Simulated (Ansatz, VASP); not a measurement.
## SnO2: VASP beside Ansatz

INCAR

```
SYSTEM = SnO2
PREC = Accurate ; ENCUT = 520
EDIFF = 1E-6 ; ISMEAR = 0
SIGMA = 0.05 ; LREAL = .FALSE.
LASPH = .TRUE. ; NELM = 100
ALGO = Normal ; ISIF = 2
LWAVE = .FALSE. ; LCHARG = .TRUE.
GGA = PE ; IVDW = 12
LELF = .TRUE. ; LVHAR = .TRUE.
NBANDS = 20
```

The input KPOINTS:

```
Automatic mesh
0
G
  12 12 12
  0 0 0
```

Contents of POSCAR:

```
SnO2
1.0
    1.6170930752      0.9382972679      4.8005925840
   -1.6170930752      0.9382972679      4.8005925840
    0.0000000000     -1.8765945358      4.8005925840
Sn O
1 2
Direct
    0.5000000000      0.5000000000      0.5000000000
    0.2371700000      0.2371700000      0.2371700000
    0.7628300000      0.7628300000      0.7628300000
```

Input for Ansatz:

```yaml
crystal:
  lattice:
    - [1.6170930752, 0.9382972679, 4.800592584]
    - [-1.6170930752, 0.9382972679, 4.800592584]
    - [0.0, -1.8765945358, 4.800592584]
  atoms:
    - { symbol: Sn, position: [0.5, 0.5, 0.5] }
    - { symbol: O, position: [0.23717, 0.23717, 0.23717] }
    - { symbol: O, position: [0.76283, 0.76283, 0.76283] }
basis:
  ecutwfc: 420
kpoints:
  mp_grid: { grid: [12, 12, 12] }
hamiltonian:
  xc: pbe
  dispersion: d3bj
scf:
  occupations: { method: gaussian, width: 0.05 }
output:
  forces: true
  stress: true
  eigenvalues: true
```

Change from the starting cell: strain +0.0050 x Voigt [0, 1, 0, 0, 0, 0], atoms carried along.

Alike in both runs: task single point; functional PBE; dispersion D3(BJ); k mesh 12 × 12 × 12; occupations gaussian, width 0.05 eV; no spin polarisation.

|  | VASP | Ansatz |
| --- | --- | --- |
| version | VASP 6.6.1 | Ansatz 0.2.0 |
| potentials or method | VASP PAW PBE potentials, release 64 (Sn_d, O), cutoff 520 eV | scalar-relativistic, plane waves, PAW |
| valence electrons in the cell | 26 | 26 |

VASP gave:

| Quantity | Value |
| --- | --- |
| gap on the k mesh at the Fermi level (eV) | 1.86 |
| least direct gap on the mesh (eV) | 1.97 |
| pressure (GPa) | -2.9 |
| traceless stress, the component that is largest in VASP (GPa) | 0.57 |
| rms of the force components (eV/Å) | 0.056 |

Question: Estimate Ansatz's values.

Answer: gap on the k mesh at the Fermi level (eV): 1.89; least direct gap on the mesh (eV): 1.99; pressure (GPa): -3.5; traceless stress, the component that is largest in VASP (GPa): 0.39; rms of the force components (eV/Å): 0.079.

Atom by atom the forces differ by 0.023 eV/Å (rms over components).
